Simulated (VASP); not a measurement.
The system is SnAu.

```
Sn Au
1.0
     4.41421    0.00000    0.00000
    -2.20710    3.82282    0.00000
     0.00000    0.00000    5.66981
Sn Au
2 2
Direct
  0.33333 0.66667 0.25000
  0.66667 0.33333 0.75000
  0.00000 0.00000 0.00000
  0.00000 0.00000 0.50000
```

```yaml
Program: VASP 6.6.1
Task: relaxation of cell and atoms
Functional: LDA
Potentials_or_basis: VASP PAW LDA potentials, release 64 (Sn_d, Au)
Cutoff: 600 eV
k_mesh: 12 × 12 × 8
Occupations: gaussian, width 0.1 eV
Spin: no spin polarisation
```

At the start: pressure -6.5 GPa; volume 23.92 Å³/atom.

Question: Where does the relaxation end?

Answer: Over 8 steps the energy falls by 41.6 meV/atom and the volume is 22.04 Å³/atom (-7.9 %); space group P6_3/mmc (No. 194, to 0.1 Å) before and after.

Step by step:
| step | energy change (eV) | largest force (eV/Å) | pressure (GPa) | volume (Å³) |
| --- | --- | --- | --- | --- |
| 1 | 0.0000 | 0.0000 | -6.47 | 95.68 |
| 2 | -0.0571 | 0.0000 | 7.07 | 82.91 |
| 3 | -0.1664 | 0.0000 | -0.08 | 88.21 |
| 4 | -0.1664 | 0.0000 | 0.11 | 88.07 |
| 5 | -0.1665 | 0.0000 | -0.07 | 88.24 |
| 6 | -0.1665 | 0.0000 | -0.08 | 88.21 |
| 7 | -0.1665 | 0.0000 | -0.06 | 88.20 |
| 8 | -0.1665 | 0.0000 | -0.02 | 88.15 |

Final structure:
```yaml
crystal:
  lattice:
    - [4.29739, 0.00000, 0.00000]
    - [-2.14869, 3.72165, 0.00000]
    - [0.00000, 0.00000, 5.51168]
  atoms:
    - { symbol: Sn, position: [0.33333, 0.66667, 0.25000] }
    - { symbol: Sn, position: [0.66667, 0.33333, 0.75000] }
    - { symbol: Au, position: [0.00000, 0.00000, 0.00000] }
    - { symbol: Au, position: [0.00000, 0.00000, 0.50000] }
```
